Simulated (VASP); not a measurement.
Wanted: the native input for a VASP 6.6.1 run.

- Task: single point
- Functional: PBE
- Potentials or basis: VASP PAW PBE potentials, release 64 (B, N)
- Cutoff: 600 eV
- k mesh: 5 × 4 × 4
- Occupations: gaussian, width 0.2 eV
- Spin: no spin polarisation
- Dipole correction: no
- Further INCAR settings: ALGO = Normal; EDIFF = 1e-06; NBANDS = 22

The structure of B4N3 lies in POSCAR:

```
B4N3
1.0
    2.9076199722      0.0000000000      0.0000000000
    0.0000000000      5.8829270220      0.0000000000
    0.0000000000      0.0000000000      5.1259347006
B N
4 3
Direct
    0.0000000000      0.5000000000      0.0000000000
    0.0000000000      0.2218086536      0.0000000000
    0.0000000000      0.7781913464      0.0000000000
    0.5000000000      0.5000000000      0.5000000000
    0.0000000000      0.0000000000      0.0000000000
    0.5000000000      0.5000000000      0.7622126635
    0.5000000000      0.5000000000      0.2377873365
```

The cell was generated, and may not be a known phase.

The input as run:

INCAR

```
SYSTEM = B4N3
  PREC = Accurate
  ENCUT = 600
  EDIFF = 1E-6
  ISMEAR = 0
  SIGMA = 0.2
  LREAL = .False.
  LASPH = .True.
  NELM = 120
  ALGO = Normal
  ISIF = 2
  LWAVE = .False.
  LCHARG = .False.
  GGA = PE
  NBANDS = 22
  GGA_COMPAT = .False.
```

KPOINTS

```
regular mesh
0
Gamma
  5 4 4
  0 0 0
```

Potentials or basis: VASP PAW PBE potentials, release 64 (B, N).

Run with:

```console
$ cat potpaw_PBE.64/B/POTCAR potpaw_PBE.64/N/POTCAR > POTCAR
$ mpirun -np 1 vasp_std > vasp.out
```

It gave:

```json
{"Pressure": "-0.6 GPa", "Largest force": "0.041 eV/Å", "Band gap on the k mesh": "zero (an odd number of electrons rules out a gap without spin polarisation)"}
```

Caveat: the k points lie up to 0.43 Å⁻¹ apart, too coarse for converged energies and pressures of a metal.

It took 28 s on 1 thread of Intel(R) Xeon(R) 6975P-C (Granite Rapids), on a shared host, peak memory 0.22 GiB.
